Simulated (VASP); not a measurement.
Fe:

```xyz
1
Lattice="-1.4665 1.4665 1.4665 1.4665 -1.4665 1.4665 1.4665 1.4665 -1.4665" Properties=species:S:1:pos:R:3 pbc="T T T"
Fe    0.0000    0.0000    0.0000
```

Base run:

* Program: VASP 6.6.1
* Functional: PBEsol
* Potentials or basis: VASP PAW PBE potentials, release 64 (Fe)
* Cutoff: 520 eV
* k mesh: 14 × 14 × 14
* Occupations: fermi-dirac, width 0.1 eV
* Spin: collinear spin, ferromagnetic start
* Starting moments: [4.0] μB

Its results: pressure -21.0 GPa; net moment 2.45 μB per cell; site moments Fe +2.45 μB.

Question: The run is repeated on the same cell with these changes: occupations from fermi-dirac, width 0.1 eV to fermi-dirac, width 0.003 eV; further incar settings from ALGO = Normal; EDIFF = 1e-07; NBANDS = 14 to ALGO = Normal; EDIFF = 1e-06; NBANDS = 14. What comes out?

Answer: Pressure -20.3 GPa; net moment 2.50 μB per cell; site moments Fe +2.50 μB.

Caveats: the PAW data sets were made with another functional, which shifts forces and pressure a little.
